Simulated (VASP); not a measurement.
Y, 2 atoms in the cell. The structure is hexagonal, space group P6_3/mmc (No. 194). The conventional cell has a = 3.681 Å, b = 3.681 Å, c = 5.721 Å, α = 90.00°, β = 90.00°, γ = 120.00°. Within 4.7 Å of Y (site symmetry -6m2) lie 12 Y at 3.56 to 3.68 Å. 

```yaml
Program: VASP 6.6.1
Task: single point
Functional: r2SCAN
Potentials_or_basis: VASP PAW PBE potentials, release 64 (Y_sv)
Cutoff: 520 eV
k_mesh: 10 × 10 × 6
Occupations: methfessel-paxton, width 0.2 eV
Spin: no spin polarisation
Dipole_correction: no
Further_INCAR_settings: ALGO = Normal; EDIFF = 1e-06; NBANDS = 18
```

Potentials or basis: VASP PAW PBE potentials, release 64 (Y_sv).

Launch:

```bash
$ cat potpaw_PBE.64/Y_sv/POTCAR > POTCAR
$ cp INCAR.step1 INCAR
$ mpirun -np 1 vasp_std > vasp.out
$ cp INCAR.step2 INCAR
$ mpirun -np 1 vasp_std > vasp.out
```

Hardware: 1 thread of Intel(R) Xeon(R) Platinum 8259CL CPU @ 2.50GHz (Skylake/Cascade Lake) (shared host).

**Question.** Estimate the wall time of this run.

**Answer.** Wall time 6 min on 1 thread of Intel(R) Xeon(R) Platinum 8259CL CPU @ 2.50GHz (Skylake/Cascade Lake), with other jobs on the host, peak memory 0.24 GiB. Counts: k points 56.
